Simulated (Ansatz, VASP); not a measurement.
# Na3OsRu: VASP beside Ansatz

Contents of INCAR:

```
SYSTEM = Na3OsRu
PREC = Accurate ; ENCUT = 600
EDIFF = 1E-6 ; ISMEAR = 0
SIGMA = 0.1 ; LREAL = .False.
LASPH = .True. ; NELM = 60
ALGO = Normal ; ISIF = 3
LWAVE = .False. ; LCHARG = .False.
GGA = PE ; IBRION = 2
NSW = 90 ; EDIFFG = -0.04
```

KPOINTS

```
regular mesh
0
Gamma
  4 4 4
  0 0 0
```

Contents of POSCAR:

```
Na3OsRu
1.0
    4.3961590800      0.0000000000      0.0000000000
    0.0000000000      4.3961590800      0.0000000000
    0.0000000000      0.0000000000      4.3961590800
Na Ru Os
3 1 1
Direct
    0.0000000000      0.5000000000      0.5000000000
    0.5000000000      0.0000000000      0.5000000000
    0.5000000000      0.5000000000      0.0000000000
    0.0000000000      0.0000000000      0.0000000000
    0.5000000000      0.5000000000      0.5000000000
```

Input for Ansatz:

```yaml
crystal:
  lattice:
    - [4.39615908, 0.0, 0.0]
    - [0.0, 4.39615908, 0.0]
    - [0.0, 0.0, 4.39615908]
  atoms:
    - { symbol: Na, position: [0.0, 0.5, 0.5] }
    - { symbol: Na, position: [0.5, 0.0, 0.5] }
    - { symbol: Na, position: [0.5, 0.5, 0.0] }
    - { symbol: Ru, position: [0.0, 0.0, 0.0] }
    - { symbol: Os, position: [0.5, 0.5, 0.5] }
basis:
  ecutwfc: 420
kpoints:
  mp_grid: { grid: [4, 4, 4] }
hamiltonian:
  xc: pbe
scf:
  occupations: { method: gaussian, width: 0.1 }
  lower_state_search: "off"
output:
  forces: true
  stress: true
  eigenvalues: true
relax:
  adjacent_minimum: "off"
  f_tol: 0.04
  max_steps: 70
  cell: { stress_tol: 0.4 }
```

Change from the starting cell: species swapped into the Mn3IrN type (Pm-3m, No. 221).

Alike in both runs: task relaxation of cell and atoms; functional PBE; k mesh 4 × 4 × 4; occupations gaussian, width 0.1 eV; no spin polarisation.

|  | VASP | Ansatz |
| --- | --- | --- |
| version | VASP 6.6.1 | Ansatz 0.2.0 |
| potentials or method | VASP PAW PBE potentials, release 64 (Na_pv, Ru_pv, Os), cutoff 600 eV | scalar-relativistic, plane waves, PAW |
| valence electrons in the cell | 43 | 59 |

VASP gave:

```
gap on the k mesh at the Fermi level, each at its own relaxed structure (eV) : none
relaxed volume (Å³/atom)                                                     : 30.07
relaxed length of the cell vector where the two differ most in proportion (Å)              : 5.317
```

Problem. Which values does Ansatz return?

Solution. gap on the k mesh at the Fermi level, each at its own relaxed structure (eV): none; relaxed volume (Å³/atom): 29.87; relaxed length of the cell vector where the two differ most in proportion (Å): 5.305.

A gap of «none» marks a metal or a gap that the smearing closes. VASP's potentials hold 43 valence electrons a cell and Ansatz's 59, so a difference there can come from the potentials and not from the codes.

Neither program's run includes spin-orbit coupling. Noted on VASP's run: the volume moved by over 15 % at a fixed basis, so the end points are rough.
